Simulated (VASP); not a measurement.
# ZnO (P6_3mc) in VASP: a series of runs, part 2 of 2

VASP 6.6.1.

## Step 4: Single point, b88 exchange, pbe correlation

This run uses another cell than the first one, of 12.38 Å³/atom.

The input, INCAR:

```
PREC = Accurate
ENCUT = 600
EDIFF = 1E-6
ISMEAR = -1
SIGMA = 0.05
LREAL = False
LASPH = True
NELM = 120
ALGO = Normal
ISIF = 2
LWAVE = False
LCHARG = False
GGA = LIBXC
LIBXC1 = GGA_X_B88
LIBXC2 = GGA_C_PBE
NBANDS = 26
GGA_COMPAT = False
```

The input, KPOINTS:

```
Automatic mesh
0
Gamma
  9 9 5
```

The input, POSCAR:

```
ZnO
1.0
    3.2920669561      0.0000000000      0.0000000000
   -1.6460334781      2.8510136149      0.0000000000
    0.0000000000      0.0000000000      5.2742130269
Zn O
2 2
Direct
    0.6666666667      0.3333333333      0.0000000000
    0.3333333333      0.6666666667      0.5000000000
    0.3333333333      0.6666666667      0.8790100000
    0.6666666667      0.3333333333      0.3790100000
```

Potentials or basis: VASP PAW PBE potentials, release 64 (Zn, O).

The run is started by

```bash
$ cat potpaw_PBE.64/Zn/POTCAR potpaw_PBE.64/O/POTCAR > POTCAR
$ mpirun -np 1 vasp_std > vasp.out
```

OUTCAR:

```text
PREC = Accurate
   ENCUT = 600
   EDIFF = 1E-6
   ISMEAR = -1
   LREAL = False
   LASPH = True
   NELM = 120
   ISIF = 2
   GGA = LIBXC

 ion  position               nearest neighbor table
   1  0.667  0.333  0.000-   4 2.00   3 2.00   3 2.00   3 2.00
   2  0.333  0.667  0.500-   3 2.00   4 2.00   4 2.00   4 2.00
   3  0.333  0.667  0.879-   2 2.00   1 2.00   1 2.00   1 2.00
   4  0.667  0.333  0.379-   1 2.00   2 2.00   2 2.00   2 2.00

  LATTYP: Found a hexagonal cell.
 ALAT       =     3.2920669561
 C/A-ratio  =     1.6020977390

  Lattice vectors:

 A1 = (   3.2920669561,   0.0000000000,   0.0000000000)
 A2 = (  -1.6460334781,   2.8510136149,   0.0000000000)
 A3 = (   0.0000000000,   0.0000000000,   5.2742130269)

Analysis of symmetry for initial positions (statically):
=====================================================================
 Subroutine PRICEL returns:
 Original cell was already a primitive cell.

 Routine SETGRP: Setting up the symmetry group for a
 hexagonal supercell.

 Subroutine GETGRP returns: Found 12 space group operations
 (whereof  6 operations were pure point group operations)
 out of a pool of 24 trial point group operations.

[... 169 lines left out ...]

 val. band max:        0.7860462069   @ k =   0.0000   0.0000   0.0000
 cond. band min:       1.5383111059   @ k =   0.0000   0.0000   0.0000
 fundamental gap:      0.7522648990
 Fermi energy:         1.2049446545

 k-point     1 :       0.0000    0.0000    0.0000
  band No.  band energies     occupation
      1     -16.9815      2.00000
      2     -16.3101      2.00000
      3      -4.7285      2.00000
      4      -4.7285      2.00000
      5      -4.6945      2.00000
      6      -4.5439      2.00000
[... 685 lines left out ...]
     25      14.2126      0.00000
     26      15.0213      0.00000

 [... further k-points ...]

------------------------ aborting loop because EDIFF is reached ----------------------------------------

  FORCE on cell =-STRESS in cart. coord.  units (eV):
  Direction    XX          YY          ZZ          XY          YZ          ZX
  --------------------------------------------------------------------------------------
  -------------------------------------------------------------------------------------
  Total       -0.2361153     -0.2361153      0.2425109      0.0000000     -0.0000000      0.0000000
  in kB       -7.6420375     -7.6420375      7.8490327      0.0000000     -0.0000000      0.0000000
  external PRESSURE =      -2.4783474 kB  Pullay stress =       0.0000000 kB

 VOLUME and BASIS-vectors are now :
 -----------------------------------------------------------------------------
  energy-cutoff  :      600.00
  volume of cell :       49.50
      direct lattice vectors                 reciprocal lattice vectors
     3.292066956  0.000000000  0.000000000     0.303760529  0.175376223  0.000000000
    -1.646033478  2.851013615  0.000000000     0.000000000  0.350752446  0.000000000
     0.000000000  0.000000000  5.274213027     0.000000000  0.000000000  0.189601746

 POSITION                                       TOTAL-FORCE (eV/Angst)
 -----------------------------------------------------------------------------------
      1.64603      0.95034      0.00000         0.000000     -0.000000     -0.058615
     -0.00000      1.90068      2.63711        -0.000000      0.000000     -0.058615
     -0.00000      1.90068      4.63609        -0.000000      0.000000      0.058615
      1.64603      0.95034      1.99898         0.000000     -0.000000      0.058615
 -----------------------------------------------------------------------------------
    total drift:                                0.000000      0.000000      0.000261

  FREE ENERGIE OF THE ION-ELECTRON SYSTEM (eV)
  ---------------------------------------------------
  free  energy   TOTEN  =       -17.3871487213 eV

  energy  without entropy=      -17.3871429544  energy(sigma->0) =      -17.38714584
```

OSZICAR:

```text
N       E                     dE             d eps       ncg     rms          rms(c)
DAV:   1     0.320066194904E+03    0.32007E+03   -0.19741E+04  1888   0.220E+03
DAV:   2     0.164504353471E+02   -0.30362E+03   -0.28431E+03  1936   0.442E+02
DAV:   3    -0.198090862303E+02   -0.36260E+02   -0.35606E+02  2088   0.149E+02
DAV:   4    -0.206447931585E+02   -0.83571E+00   -0.83350E+00  2070   0.232E+01
DAV:   5    -0.206490668557E+02   -0.42737E-02   -0.42733E-02  2070   0.171E+00    0.141E+01
DAV:   6    -0.172201734175E+02    0.34289E+01   -0.68200E+00  2966   0.627E+01    0.844E+00
DAV:   7    -0.174239422325E+02   -0.20377E+00   -0.29446E+00  1938   0.173E+01    0.508E+00
DAV:   8    -0.174342158007E+02   -0.10274E-01   -0.51615E-01  2596   0.733E+00    0.163E+00
DAV:   9    -0.173845711082E+02    0.49645E-01   -0.10545E-01  2734   0.641E+00    0.290E-01
DAV:  10    -0.173870175688E+02   -0.24465E-02   -0.34245E-02  1900   0.138E+00    0.124E-01
DAV:  11    -0.173871405141E+02   -0.12295E-03   -0.83777E-04  2070   0.607E-01    0.584E-02
DAV:  12    -0.173871363931E+02    0.41210E-05   -0.23749E-04  2544   0.450E-01    0.176E-02
DAV:  13    -0.173871535954E+02   -0.17202E-04   -0.50838E-05  1996   0.876E-02    0.194E-02
DAV:  14    -0.173871489308E+02    0.46647E-05   -0.18130E-05  2108   0.369E-02    0.227E-03
DAV:  15    -0.173871487213E+02    0.20949E-06   -0.10243E-06  1364   0.111E-02
   1 F= -.17387149E+02 E0= -.17387146E+02  d E =-.576688E-05
```

stdout:

```text
POSCAR found type information on POSCAR ZnO
 POSCAR found :  2 types and       4 ions
 scaLAPACK will be used
 -----------------------------------------------------------------------------
|                                                                             |
|                                                                             |
|     You enforced a specific xc type in the INCAR file but a different       |
|     I HOPE YOU KNOW WHAT YOU ARE DOING!                                     |
|                                                                             |
 -----------------------------------------------------------------------------

 LDA part: xc-table for (None,None), standard interpolation
 POSCAR, INCAR and KPOINTS ok, starting setup
 FFT: planning ... GRIDC
 FFT: planning ... GRID_SOFT
 FFT: planning ... GRID
 WAVECAR not read
 entering main loop
```

Wall time 24 s (1 thread of Intel Xeon 6975P-C (Granite Rapids), shared host); peak memory 0.2 GiB.

Results:

```
Free energy            : -17.3871 eV
Pressure               : -0.2 GPa
Largest force          : 0.059 eV/Å
Band gap on the k mesh : 0.75 eV
```

Forces on the atoms (eV/Å):
```
Zn   0.000  0.000 -0.059
Zn   0.000  0.000 -0.059
O    0.000  0.000  0.059
O    0.000  0.000  0.059
```

Stress tensor (GPa, compression positive):
```
-0.76  0.00  0.00
 0.00 -0.76  0.00
 0.00  0.00  0.78
```

Levels at points of the mesh, in eV from the valence-band top:
| k point | band 16 | band 17 | band 18 | band 19 | band 20 | band 21 |
| --- | --- | --- | --- | --- | --- | --- |
| (0.00, 0.00, 0.00) | -0.06 | 0.00 | 0.00 | 0.75 | 5.08 | 8.15 |

Caveat: the PAW data sets were made with another functional, which shifts forces and pressure a little.

## Step 5: Single point, b88 exchange, pbe correlation

This run uses another cell than the first one, of 12.61 Å³/atom.

INCAR is that of step 4.

The input, KPOINTS:

```
regular mesh
0
Gamma
  9 9 5
```

The input, POSCAR:

```
ZnO
1.0
    3.3130361008      0.0000000000      0.0000000000
   -1.6565180504      2.8691734269      0.0000000000
    0.0000000000      0.0000000000      5.3078076462
Zn O
2 2
Direct
    0.6666666667      0.3333333333      0.0000000000
    0.3333333333      0.6666666667      0.5000000000
    0.3333333333      0.6666666667      0.8790100000
    0.6666666667      0.3333333333      0.3790100000
```

The run is started by

```bash
$ cat potpaw_PBE.64/Zn/POTCAR potpaw_PBE.64/O/POTCAR > POTCAR
$ mpirun -np 1 vasp_std > vasp.out
```

Run time: 24 s. Hardware: 1 thread of Intel Xeon 6975P-C (Granite Rapids), shared host; peak memory 0.2 GiB.

It converged, with:

| Item | Value |
| --- | --- |
| Free energy | -17.3802 eV |
| Pressure | -2.6 GPa |
| Largest force | 0.052 eV/Å |
| Band gap on the k mesh | 0.72 eV |

Forces on the atoms (eV/Å):
```
Zn   0.000  0.000 -0.052
Zn   0.000  0.000 -0.052
O    0.000  0.000  0.052
O    0.000  0.000  0.052
```

Stress tensor (GPa, compression positive):
```
-3.07  0.00  0.00
 0.00 -3.07  0.00
 0.00  0.00 -1.61
```

Levels at points of the mesh, in eV from the valence-band top:
```
           k point  band 14  band 15  band 16  band 17  band 18  band 19  band 20  band 21  band 22  band 23
(0.00, 0.00, 0.00)    -0.74    -0.74    -0.05     0.00     0.00     0.72     5.01     8.08    12.57    12.57
```

Caveat: the PAW data sets were made with another functional, which shifts forces and pressure a little.

## Step 6: Single point, PBE

The input, INCAR:

```
PREC = Accurate ; ENCUT = 520
EDIFF = 1E-6 ; ISMEAR = 0
SIGMA = 0.1 ; LREAL = False
LASPH = True ; NELM = 60
ALGO = Normal ; ISIF = 2
LWAVE = False ; LCHARG = False
GGA = PE ; NBANDS = 26
```

KPOINTS is that of step 5.

The input, POSCAR:

```
ZnO
1.0
    3.2493080000      0.0000000000      0.0000000000
   -1.6246540000      2.8139832727      0.0000000000
    0.0000000000      0.0000000000      5.2057090000
Zn O
2 2
Direct
    0.6666666667      0.3333333333      0.0000000000
    0.3333333333      0.6666666667      0.5000000000
    0.3333333333      0.6666666667      0.8790100000
    0.6666666667      0.3333333333      0.3790100000
```

Potentials or basis: VASP PAW PBE potentials, release 64 (Zn, O).

The run is started by

```bash
$ cat potpaw_PBE.64/Zn/POTCAR potpaw_PBE.64/O/POTCAR > POTCAR
$ mpirun -np 1 vasp_std > vasp.out
```

Run time: 78 s. Hardware: 1 thread of AMD EPYC 7R13, shared host; peak memory 0.15 GiB.

Results (log left out):

* Free energy: -17.8222 eV
* Pressure: 6.0 GPa
* Largest force: 0.074 eV/Å
* Band gap on the k mesh: 0.79 eV

Forces in eV/Å, atoms in the order of the input:
```
Zn   0.000  0.000 -0.074
Zn   0.000  0.000 -0.074
O    0.000  0.000  0.074
O    0.000  0.000  0.074
```

Stress tensor (GPa, compression positive):
```
5.43 0.00 0.00
0.00 5.43 0.00
0.00 0.00 7.19
```

Levels at points of the mesh, in eV from the valence-band top:
| k point | band 15 | band 16 | band 17 | band 18 | band 19 | band 20 | band 21 | band 22 |
| --- | --- | --- | --- | --- | --- | --- | --- | --- |
| (0.00, 0.00, 0.00) | -0.81 | -0.07 | 0.00 | 0.00 | 0.79 | 5.21 | 8.26 | 12.85 |

Caveat: the cell stands under pressure.

## Step 7: Overview

```csv
level,cell,cutoff (eV),smearing,gap on the mesh (eV),pressure (GPa),largest force (eV/Å)
"b88 exchange, pbe correlation","a = 3.249, b = 3.249, c = 5.206 Å, angles 90.0, 90.0, 120.0°, 4 atoms",600,fermi-dirac 0.05 eV,0.81,5.3,0.07
"b88 exchange, pbe correlation","a = 3.271, b = 3.271, c = 5.240 Å, angles 90.0, 90.0, 120.0°, 4 atoms",600,fermi-dirac 0.05 eV,0.78,2.4,0.07
"b88 exchange, pbe correlation","a = 3.292, b = 3.292, c = 5.274 Å, angles 90.0, 90.0, 120.0°, 4 atoms",600,fermi-dirac 0.05 eV,0.75,-0.2,0.06
"b88 exchange, pbe correlation","a = 3.313, b = 3.313, c = 5.308 Å, angles 90.0, 90.0, 120.0°, 4 atoms",600,fermi-dirac 0.05 eV,0.72,-2.6,0.05
PBE,"a = 3.249, b = 3.249, c = 5.206 Å, angles 90.0, 90.0, 120.0°, 4 atoms",520,gaussian 0.1 eV,0.79,6.0,0.07
```

Alike in all rows: task single point; potentials or basis VASP PAW PBE potentials, release 64 (Zn, O); no spin polarisation; k mesh 9 × 9 × 5.

Caveats: the PAW data sets were made with another functional, which shifts forces and pressure a little (at least some runs); the cell stands under pressure (at least some runs).

Total energies depend on the potentials used, so only differences within one code and one set of settings carry meaning.

## Step 8: Against experiment

Step 4. Against the measured gap of ZnO, 3.37 eV (quoted in “Electronic structure of alkaline earth and post-transition metal oxides”, 2009, arxiv:0908.1581), the calculated 0.75 eV is off by -2.62 eV. So large a miss can be the level of theory's own, or it may mean another phase, state or a wrong row. The value is that of b88 exchange, pbe correlation, without temperature or zero-point motion.
